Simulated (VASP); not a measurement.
The system is SbSe4.

```
Sb Se
1.0
     3.54175   -3.85907    0.00000
     3.54175    3.85907    0.00000
     0.00000    0.00000    6.15429
Sb Se
1 4
Direct
  0.50000 0.50000 0.00000
  0.71211 0.71211 0.30283
  0.28789 0.28789 0.30283
  0.28789 0.28789 0.69717
  0.71211 0.71211 0.69717
```

The cell was generated, and may not be a known phase.

- Program: VASP 6.6.1
- Task: relaxation of cell and atoms
- Functional: PBE
- Potentials or basis: VASP PAW PBE potentials, release 64 (Sb, Se)
- Cutoff: 600 eV
- k mesh: 4 × 4 × 4
- Occupations: gaussian, width 0.1 eV
- Spin: no spin polarisation

At the start: pressure 11.6 GPa; volume 33.65 Å³/atom.

Question: Where does the relaxation end?

Answer: Over 54 steps the energy falls by 569.0 meV/atom and the volume is 30.99 Å³/atom (-7.9 %); space group Cmmm (No. 65, to 0.1 Å) before and after.

The path:
```tsv
step	energy change (eV)	largest force (eV/Å)	pressure (GPa)	volume (Å³)
1	0.0000	3.4486	11.56	168.23
3	-1.7312	1.0654	-1.66	197.69
5	-1.7374	1.1164	-1.06	195.15
7	-2.1439	0.6270	1.27	192.49
9	-2.2937	0.7208	-0.68	202.07
11	-2.4686	0.4286	-2.34	194.77
13	-2.6177	0.3229	-1.46	185.80
15	-2.7142	0.0971	0.38	171.91
17	-2.7206	0.0546	0.14	172.93
19	-2.7225	0.0483	-0.06	173.85
21	-2.7287	0.0802	0.41	174.22
23	-2.7346	0.0738	0.26	176.25
25	-2.7353	0.0779	0.20	177.23
27	-2.7384	0.0898	-0.20	178.16
29	-2.7440	0.1096	-0.08	177.45
31	-2.7455	0.1374	0.04	176.81
33	-2.7524	0.1982	0.13	176.48
35	-2.7570	0.1407	-0.24	176.78
37	-2.7576	0.1134	-0.42	176.93
39	-2.7699	0.1024	-0.42	174.25
41	-2.8133	0.1125	-0.17	162.27
43	-2.8086	0.1498	0.11	160.93
45	-2.8096	0.1482	0.22	158.48
47	-2.8212	0.1125	-0.05	155.88
49	-2.8377	0.2590	0.54	154.44
51	-2.8443	0.0517	0.04	154.96
53	-2.8446	0.0408	0.01	154.97
54	-2.8451	0.0252	-0.05	154.94
```

Final structure:
```
CELL_PARAMETERS angstrom
4.09747 -3.38569 0.00000
4.09747 3.38569 0.00000
0.00000 0.00000 5.58450
ATOMIC_POSITIONS crystal
Sb 0.50000 0.50000 0.00000
Se 0.78205 0.78205 0.29427
Se 0.21795 0.21795 0.29427
Se 0.21795 0.21795 0.70573
Se 0.78205 0.78205 0.70573
```
